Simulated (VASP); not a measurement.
# HC8 in VASP: a series of runs

HC8 is run at these levels: PBE+D3(BJ); tasks: single point.

All numbers are computed with VASP 6.6.1; they aren't measurements. Logs are shortened: lines on timing, memory, paths and dates and some standing lists are left out, and cuts for length are marked.

## Step 1: The cell of the first run

The cell holds a slab with vacuum, 9 atoms: a = 4.931 Å, b = 4.931 Å, c = 17.000 Å, α = 90.00°, β = 90.00°, γ = 120.00°.

## Step 2: Single point, PBE+D3(BJ), collinear spin

INCAR

```
  ALGO = Normal
  DIPOL = 0.5 0.5 0.243
  EDIFF = 1E-6
  ENCUT = 520
  GGA = PE
  IDIPOL = 3
  ISIF = 2
  ISMEAR = 0
  ISPIN = 2
  IVDW = 12
  LASPH = True
  LCHARG = False
  LDIPOL = True
  LORBIT = 11
  LREAL = False
  LWAVE = False
  MAGMOM = 0 0 0 0 0 0 0 0 1
  NBANDS = 30
  NELM = 150
  PREC = Accurate
  SIGMA = 0.1
```

KPOINTS

```
k-points
0
Gamma
  6 6 1
```

POSCAR

```
HC8
1.0
    4.9313048824     -0.0000000001      0.0000000000
   -2.4656524412      4.2706353020      0.0000000000
    0.0000000000      0.0000000000     17.0000331944
C H
8 1
Direct
    0.3333333333      0.1666666667      0.2352956108
    0.3333333333      0.6666666667      0.2352956108
    0.8333333333      0.1666666667      0.2352956108
    0.8333333333      0.6666666667      0.2352956108
    0.1666666667      0.3333333333      0.2352936582
    0.1666666667      0.8333333333      0.2352936582
    0.6666666667      0.3333333333      0.2352936582
    0.6666666667      0.8333333333      0.2352936582
    0.5833333333      0.1666666667      0.3076484107
```

Potentials or basis: VASP PAW PBE potentials, release 64 (C, H).

Command:

```sh
cat potpaw_PBE.64/C/POTCAR potpaw_PBE.64/H/POTCAR > POTCAR
mpirun -np 1 vasp_std > vasp.out
```

OUTCAR:

```text
EDIFF = 1E-6
   ENCUT = 520
   GGA = PE
   ISIF = 2
   ISMEAR = 0
   ISPIN = 2
   IVDW = 12
   LASPH = True
   LORBIT = 11
   LREAL = False
   NELM = 150
   PREC = Accurate
 IVDW          = 12

 ion  position               nearest neighbor table
   1  0.333  0.167  0.235-   5 1.42   7 1.42   6 1.42
   2  0.333  0.667  0.235-   6 1.42   8 1.42   5 1.42
   3  0.833  0.167  0.235-   7 1.42   5 1.42   8 1.42
   4  0.833  0.667  0.235-   8 1.42   6 1.42   7 1.42
   5  0.167  0.333  0.235-   1 1.42   3 1.42   2 1.42
   6  0.167  0.833  0.235-   2 1.42   4 1.42   1 1.42
   7  0.667  0.333  0.235-   9 1.42   3 1.42   1 1.42   4 1.42
   8  0.667  0.833  0.235-   4 1.42   2 1.42   3 1.42
   9  0.583  0.167  0.308-   7 1.42

  LATTYP: Found a hexagonal cell.
 ALAT       =     4.9313048824
 C/A-ratio  =     3.4473701383

  Lattice vectors:

 A1 = (   4.9313048824,  -0.0000000001,   0.0000000000)
 A2 = (  -2.4656524412,   4.2706353020,   0.0000000000)
 A3 = (   0.0000000000,   0.0000000000,  17.0000331944)

Analysis of symmetry for initial positions (statically):
=====================================================================
 Subroutine PRICEL returns:
 Original cell was already a primitive cell.

 Routine SETGRP: Setting up the symmetry group for a
 hexagonal supercell.

 Subroutine GETGRP returns: Found  2 space group operations
 (whereof  2 operations were pure point group operations)
 out of a pool of 24 trial point group operations.

The static configuration has the point symmetry C_1h.

Analysis of symmetry for dynamics (positions and initial velocities):
=====================================================================
 Subroutine PRICEL returns:
 Original cell was already a primitive cell.

 Routine SETGRP: Setting up the symmetry group for a
 hexagonal supercell.

 Subroutine GETGRP returns: Found  2 space group operations
 (whereof  2 operations were pure point group operations)
 out of a pool of 24 trial point group operations.

The dynamic configuration has the point symmetry C_1h.

Analysis of structural, dynamic, and magnetic symmetry:
[... 160 lines left out ...]
  ext. energy  EPLUGINS =         0.00000000
  ---------------------------------------------------
  free energy    TOTEN  =       -74.27169577 eV

  energy without entropy =      -74.26452970  energy(sigma->0) =      -74.26811274

 E-fermi :  -1.7938     XC(G=0):  -2.7320

 val. band max:       -1.9303296146   @ k =  -0.1667   0.5000   0.0000
 cond. band min:      -1.7552179859   @ k =   0.3333   0.1667   0.0000
 fundamental gap:      0.1751116286
 Fermi energy:        -1.7937929375

 spin component 1

 k-point     1 :       0.0000    0.0000    0.0000
  band No.  band energies     occupation
      1     -22.1862      1.00000
      2     -17.2919      1.00000
      3     -16.8553      1.00000
      4     -16.5892      1.00000
      5     -15.9323      1.00000
      6     -15.7011      1.00000
[... 392 lines left out ...]
     27       4.3957      0.00000
     28       4.7717      0.00000
 Fermi energy:        -1.7937929375

 spin component 2

 k-point     1 :       0.0000    0.0000    0.0000
  band No.  band energies     occupation
      1     -22.1862      1.00000
      2     -17.2919      1.00000
      3     -16.8553      1.00000
      4     -16.5892      1.00000
      5     -15.9323      1.00000
      6     -15.7011      1.00000
[... 392 lines left out ...]
     27       4.3925      0.00000
     28       4.7708      0.00000
 [bands above 28 left out]

------------------------ aborting loop because EDIFF is reached ----------------------------------------

 vacuum level on the upper side and lower side of the slab       (xc-potential included)        -0.134         0.133

 Edisp (eV)   -0.76149

 E8    (eV) :    -0.2332

  FORCE on cell =-STRESS in cart. coord.  units (eV):
  Direction    XX          YY          ZZ          XY          YZ          ZX
  --------------------------------------------------------------------------------------
  -------------------------------------------------------------------------------------
  Total       3.62845     3.01548     0.00430    -0.00000     1.37856    -0.00000
  in kB      16.23783    13.49469     0.01924    -0.00000     6.16925    -0.00000
  external pressure =        9.92 kB  Pullay stress =        0.00 kB

 VOLUME and BASIS-vectors are now :
 -----------------------------------------------------------------------------
  energy-cutoff  :      520.00
  volume of cell :      358.02
      direct lattice vectors                 reciprocal lattice vectors
     4.931304882 -0.000000000  0.000000000     0.202786083  0.117078599  0.000000000
    -2.465652441  4.270635302  0.000000000     0.000000000  0.234157199  0.000000000
     0.000000000  0.000000000 17.000033194     0.000000000  0.000000000  0.058823415

 POSITION                                       TOTAL-FORCE (eV/Angst)
 -----------------------------------------------------------------------------------
      1.23283      0.71177      4.00003        -1.879240     -0.442643     -0.712729
     -0.00000      2.84709      4.00003         0.000000      0.996557      0.142412
      3.69848      0.71177      4.00003         1.879240     -0.442643     -0.712729
      2.46565      2.84709      4.00003        -0.000000      1.269209     -0.212935
      0.00000      1.42355      4.00000        -0.000000     -0.842059     -0.133729
     -1.23283      3.55886      4.00000        -0.000193     -0.675092     -0.151377
      2.46565      1.42355      4.00000        -0.000000     -0.309177      1.881254
      1.23283      3.55886      4.00000         0.000193     -0.675092     -0.151377
      2.46565      0.71177      5.23003         0.000000      1.120939      0.051209
 -----------------------------------------------------------------------------------
    total drift:                                0.000000     -0.000001     -0.000738

  FREE ENERGIE OF THE ION-ELECTRON SYSTEM (eV)
  ---------------------------------------------------
  free  energy   TOTEN  =       -75.0331811753 eV

  energy  without entropy=      -75.0260151039  energy(sigma->0) =      -75.02959814

 vacuum level on the upper side and lower side of the slab         1.694         1.968

 total charge

# of ion       s       p       d       tot
------------------------------------------
    1        0.865   1.782   0.000   2.648
    2        0.860   1.795   0.000   2.654
    3        0.865   1.782   0.000   2.648
    4        0.854   1.814   0.000   2.668
    5        0.856   1.802   0.000   2.658
    6        0.861   1.786   0.000   2.647
    7        0.867   1.788   0.000   2.655
    8        0.861   1.786   0.000   2.647
    9        0.449   0.023   0.000   0.471
--------------------------------------------------
tot          7.339  14.358   0.000  21.697

 magnetization (x)

# of ion       s       p       d       tot
------------------------------------------
    1        0.000   0.000   0.000   0.000
    2        0.000   0.000   0.000   0.000
    3        0.000   0.000   0.000   0.000
    4        0.000   0.000   0.000   0.000
    5       -0.000  -0.000   0.000  -0.000
    6       -0.000  -0.000   0.000  -0.000
    7        0.000  -0.000   0.000  -0.000
    8       -0.000  -0.000   0.000  -0.000
    9        0.000  -0.000   0.000   0.000
--------------------------------------------------
tot          0.000   0.000   0.000   0.000
```

OSZICAR:

```text
N       E                     dE             d eps       ncg     rms          rms(c)
DAV:   1     0.269576425681E+03    0.26958E+03   -0.12115E+04  1608   0.822E+02
DAV:   2    -0.384475342900E+02   -0.30802E+03   -0.28204E+03  2468   0.205E+02
DAV:   3    -0.781934295402E+02   -0.39746E+02   -0.39380E+02  1994   0.797E+01
[... 20 lines left out ...]
DAV:  24    -0.742716867236E+02   -0.13148E-04   -0.14281E-06  1314   0.167E-03    0.332E-04
DAV:  25    -0.742716917813E+02   -0.50577E-05   -0.55976E-07  1342   0.109E-03    0.203E-04
DAV:  26    -0.742716938076E+02   -0.20264E-05   -0.19431E-07  1392   0.781E-04    0.137E-04
DAV:  27    -0.742716952219E+02   -0.14143E-05   -0.11122E-07  1386   0.612E-04    0.925E-05
DAV:  28    -0.742716957720E+02   -0.55010E-06   -0.32458E-08  1380   0.450E-04
   1 F= -.75033181E+02 E0= -.75029598E+02  d E =-.716607E-02  mag=     0.0000
```

It took 11 min on 1 thread of Intel Xeon Platinum 8259CL at 2.50GHz (Skylake/Cascade Lake), shared host; peak memory 0.72 GiB.

Results:

| Property | Result |
| --- | --- |
| Free energy | -75.0332 eV |
| Largest force | 2.058 eV/Å |
| Net moment | 0.00 μB per cell |
| Valence electrons inside the program's atomic spheres | C 2.65, 2.67, 2.66 (each value once); H 0.47 |
| Dispersion energy per atom | -0.085 eV |

Forces in eV/Å, atoms in the order of the input:
```
C   -1.879 -0.443 -0.713
C    0.000  0.997  0.142
C    1.879 -0.443 -0.713
C    0.000  1.269 -0.213
C    0.000 -0.842 -0.134
C    0.000 -0.675 -0.151
C    0.000 -0.309  1.881
C    0.000 -0.675 -0.151
H    0.000  1.121  0.051
```

## Step 3: Single point, PBE+D3(BJ), collinear spin

INCAR

```
SYSTEM = HC8
  ALGO = Normal
  DIPOL = 0.5 0.5 0.249
  EDIFF = 1E-6
  ENCUT = 520
  GGA = PE
  IDIPOL = 3
  ISIF = 2
  ISMEAR = 0
  ISPIN = 2
  IVDW = 12
  LASPH = .TRUE.
  LCHARG = .TRUE.
  LDIPOL = .TRUE.
  LELF = .TRUE.
  LORBIT = 11
  LREAL = .FALSE.
  LVACPOTAV = .TRUE.
  LVHAR = .TRUE.
  LWAVE = .FALSE.
  MAGMOM = 0 0 0 0 0 0 0 0 1
  NBANDS = 30
  NELM = 150
  PREC = Accurate
  SIGMA = 0.1
```

KPOINTS

```
k-points
0
G
  6 6 1
  0 0 0
```

Edit POSCAR of step 2 so:

```diff
@@ -16,2 +16,2 @@
     0.6666666667      0.8333333333      0.2352936582
-    0.5833333333      0.1666666667      0.3076484107
+    0.5833333333      0.1666666667      0.3605894838
```

Potentials or basis: VASP PAW PBE potentials, release 64 (C, H).

Command:

```sh
cat potpaw_PBE.64/C/POTCAR potpaw_PBE.64/H/POTCAR > POTCAR
mpirun -np 1 vasp_std > vasp.out
```

OUTCAR:

```text
SYSTEM = HC8
   EDIFF = 1E-6
   ENCUT = 520
   GGA = PE
   ISIF = 2
   ISMEAR = 0
   ISPIN = 2
   IVDW = 12
   LASPH = .TRUE.
   LORBIT = 11
   LREAL = .FALSE.
   NELM = 150
   PREC = Accurate
 IVDW          = 12

 ion  position               nearest neighbor table
   1  0.333  0.167  0.235-   5 1.42   7 1.42   6 1.42
   2  0.333  0.667  0.235-   6 1.42   8 1.42   5 1.42
   3  0.833  0.167  0.235-   7 1.42   5 1.42   8 1.42
   4  0.833  0.667  0.235-   8 1.42   6 1.42   7 1.42
   5  0.167  0.333  0.235-   1 1.42   3 1.42   2 1.42
   6  0.167  0.833  0.235-   2 1.42   4 1.42   1 1.42
   7  0.667  0.333  0.235-   3 1.42   1 1.42   4 1.42
   8  0.667  0.833  0.235-   4 1.42   2 1.42   3 1.42
   9  0.583  0.167  0.361-

  LATTYP: Found a hexagonal cell.
 ALAT       =     4.9313048824
 C/A-ratio  =     3.4473701383

  Lattice vectors:

 A1 = (   4.9313048824,  -0.0000000001,   0.0000000000)
 A2 = (  -2.4656524412,   4.2706353020,   0.0000000000)
 A3 = (   0.0000000000,   0.0000000000,  17.0000331944)

Analysis of symmetry for initial positions (statically):
=====================================================================
 Subroutine PRICEL returns:
 Original cell was already a primitive cell.

 Routine SETGRP: Setting up the symmetry group for a
 hexagonal supercell.

 Subroutine GETGRP returns: Found  2 space group operations
 (whereof  2 operations were pure point group operations)
 out of a pool of 24 trial point group operations.

The static configuration has the point symmetry C_1h.

Analysis of symmetry for dynamics (positions and initial velocities):
=====================================================================
 Subroutine PRICEL returns:
[... 589 lines left out ...]
 Fermi energy:        -2.6353145841

 spin component 2

 k-point     1 :       0.0000    0.0000    0.0000
  band No.  band energies     occupation
      1     -22.1536      1.00000
      2     -16.9267      1.00000
      3     -16.9051      1.00000
      4     -16.8954      1.00000
      5     -15.8788      1.00000
      6     -15.8660      1.00000
[... 392 lines left out ...]
     27       4.8464      0.00000
     28       4.8757      0.00000
 [bands above 28 left out]

------------------------ aborting loop because EDIFF is reached ----------------------------------------

 Edisp (eV)   -0.79157

 E8    (eV) :    -0.2417

  FORCE on cell =-STRESS in cart. coord.  units (eV):
  Direction    XX          YY          ZZ          XY          YZ          ZX
  --------------------------------------------------------------------------------------
  -------------------------------------------------------------------------------------
  Total       0.46442     0.23187     0.72895    -0.00000    -0.03928    -0.00000
  in kB       2.07834     1.03765     3.26217    -0.00000    -0.17580    -0.00000
  external pressure =        2.13 kB  Pullay stress =        0.00 kB

 VOLUME and BASIS-vectors are now :
 -----------------------------------------------------------------------------
  energy-cutoff  :      520.00
  volume of cell :      358.02
      direct lattice vectors                 reciprocal lattice vectors
     4.931304882 -0.000000000  0.000000000     0.202786083  0.117078599  0.000000000
    -2.465652441  4.270635302  0.000000000     0.000000000  0.234157199  0.000000000
     0.000000000  0.000000000 17.000033194     0.000000000  0.000000000  0.058823415

 POSITION                                       TOTAL-FORCE (eV/Angst)
 -----------------------------------------------------------------------------------
      1.23283      0.71177      4.00003        -0.143340     -0.044950     -0.129274
     -0.00000      2.84709      4.00003         0.000000      0.017072      0.026157
      3.69848      0.71177      4.00003         0.143340     -0.044950     -0.129274
      2.46565      2.84709      4.00003         0.000000      0.036077     -0.038824
      0.00000      1.42355      4.00000         0.000000     -0.029665     -0.016952
     -1.23283      3.55886      4.00000        -0.012030     -0.005232     -0.019627
      2.46565      1.42355      4.00000         0.000000      0.095169     -0.040869
      1.23283      3.55886      4.00000         0.012030     -0.005232     -0.019627
      2.46565      0.71177      6.13003         0.000000     -0.018290      0.368289
 -----------------------------------------------------------------------------------
    total drift:                                0.000000     -0.000006     -0.000804

  FREE ENERGIE OF THE ION-ELECTRON SYSTEM (eV)
  ---------------------------------------------------
  free  energy   TOTEN  =       -75.5448355207 eV

  energy  without entropy=      -75.5404428890  energy(sigma->0) =      -75.54263920

 vacuum level on the upper side and lower side of the slab         2.128         1.642

 total charge

# of ion       s       p       d       tot
------------------------------------------
    1        0.864   1.786   0.000   2.649
    2        0.863   1.786   0.000   2.649
    3        0.864   1.786   0.000   2.649
    4        0.863   1.787   0.000   2.650
    5        0.863   1.787   0.000   2.650
    6        0.863   1.786   0.000   2.649
    7        0.864   1.783   0.000   2.648
    8        0.863   1.786   0.000   2.649
    9        0.391   0.001   0.000   0.393
--------------------------------------------------
tot          7.297  14.288   0.000  21.585

 magnetization (x)

# of ion       s       p       d       tot
------------------------------------------
    1        0.002   0.018   0.000   0.020
    2        0.001   0.011   0.000   0.012
    3        0.002   0.018   0.000   0.020
    4        0.001   0.013   0.000   0.014
    5       -0.001  -0.009   0.000  -0.010
    6       -0.001  -0.009   0.000  -0.009
    7        0.002  -0.004   0.000  -0.002
    8       -0.001  -0.009   0.000  -0.009
    9        0.369   0.000   0.000   0.369
--------------------------------------------------
tot          0.375   0.029   0.000   0.405
```

OSZICAR:

```text
N       E                     dE             d eps       ncg     rms          rms(c)
DAV:   1     0.268883268440E+03    0.26888E+03   -0.12018E+04  1592   0.822E+02
DAV:   2    -0.393027602747E+02   -0.30819E+03   -0.28439E+03  2500   0.204E+02
DAV:   3    -0.787154874566E+02   -0.39413E+02   -0.39061E+02  2008   0.797E+01
[... 18 lines left out ...]
DAV:  22    -0.747532512069E+02   -0.30936E-04   -0.10042E-06  1330   0.271E-03    0.539E-04
DAV:  23    -0.747532615463E+02   -0.10339E-04   -0.35008E-07  1200   0.147E-03    0.277E-04
DAV:  24    -0.747532639423E+02   -0.23960E-05   -0.53985E-08  1264   0.782E-04    0.153E-04
DAV:  25    -0.747532652085E+02   -0.12662E-05   -0.28177E-08  1186   0.585E-04    0.113E-04
DAV:  26    -0.747532656360E+02   -0.42744E-06   -0.80522E-09  1324   0.354E-04
   1 F= -.75544836E+02 E0= -.75542639E+02  d E =-.439263E-02  mag=     0.9793
```

stdout:

```text
POSCAR found type information on POSCAR C H
 POSCAR found :  2 types and       9 ions
 scaLAPACK will be used
 LDA part: xc-table for (Slater+PW92), standard interpolation
 POSCAR, INCAR and KPOINTS ok, starting setup
 FFT: planning ... GRIDC
 FFT: planning ... GRID_SOFT
 FFT: planning ... GRID
 WAVECAR not read
 entering main loop
 -----------------------------------------------------------------------------
|                                                                             |
|           W    W    AA    RRRRR   N    N  II  N    N   GGGG   !!!           |
|           W    W   A  A   R    R  NN   N  II  NN   N  G    G  !!!           |
|           W    W  A    A  R    R  N N  N  II  N N  N  G       !!!           |
|           W WW W  AAAAAA  RRRRR   N  N N  II  N  N N  G  GGG   !            |
|           WW  WW  A    A  R   R   N   NN  II  N   NN  G    G                |
|           W    W  A    A  R    R  N    N  II  N    N   GGGG   !!!           |
|                                                                             |
|     Did not find any points to average over, which means that no vacuum     |
|     field-free region was found. Please increase the size of  your cell     |
|     in the dimension of the dipole correction to obtain accurate            |
|     workfunction values.                                                    |
|                                                                             |
 -----------------------------------------------------------------------------
```

Run time: 13 min. Hardware: 1 thread of Intel Xeon Platinum 8259CL at 2.50GHz (Skylake/Cascade Lake), shared host; peak memory 0.72 GiB.

Results:

```yaml
Free_energy: -75.5448 eV
Largest_force: 0.369 eV/Å
Band_gap_on_the_k_mesh: 0.07 eV
Net_moment: 0.98 μB per cell
Site_moments: C +0.02, +0.01, -0.01, -0.00 (each value once); H +0.37 μB
Valence_electrons_inside_the_program's_atomic_spheres: C 2.65; H 0.39
Dispersion_energy_per_atom: -0.088 eV
```

Forces on the atoms (eV/Å):
```
C   -0.143 -0.045 -0.129
C    0.000  0.017  0.026
C    0.143 -0.045 -0.129
C    0.000  0.036 -0.039
C    0.000 -0.030 -0.017
C   -0.012 -0.005 -0.020
C    0.000  0.095 -0.041
C    0.012 -0.005 -0.020
H    0.000 -0.018  0.368
```
